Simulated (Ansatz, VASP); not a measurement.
One calculation of PtS2, two programs

```
Pt S
1.0
     3.57706    0.00000    0.00000
    -1.78853    3.09783    0.00000
     0.00000    0.00000    6.45840
Pt S
1 2
Direct
  0.00000 0.00000 0.00000
  0.66667 0.33333 0.80990
  0.33333 0.66667 0.19010
```

Alike in both runs: functional PBE; k mesh 9 × 9 × 4; occupations gaussian, width 0.02 eV; no spin polarisation.

Ansatz relaxed the structure, and its values are those at the end. VASP's run is a single point on that final structure, the one shown.

|  | VASP | Ansatz |
| --- | --- | --- |
| version | VASP 6.6.1 | Ansatz 0.2.0 |
| potentials or method | VASP PAW PBE potentials, release 64 (Pt, S), cutoff 520 eV | scalar-relativistic, plane waves, PAW |
| valence electrons in the cell | 22 | 30 |

Ansatz gave:

| Quantity | Value |
| --- | --- |
| gap on the k mesh at the Fermi level (eV) | 1.56 |
| least direct gap on the mesh (eV) | 1.56 |
| pressure (GPa) | 0.0 |
| rms of the force components (eV/Å) | 0.002 |

**Question.** What did VASP give for the same quantities?

**Answer.** gap on the k mesh at the Fermi level (eV): 1.56; least direct gap on the mesh (eV): 1.56; pressure (GPa): -0.4; rms of the force components (eV/Å): 0.020.

VASP's potentials hold 22 valence electrons a cell and Ansatz's 30, so a difference there can come from the potentials and not from the codes.

Neither program's run includes spin-orbit coupling.
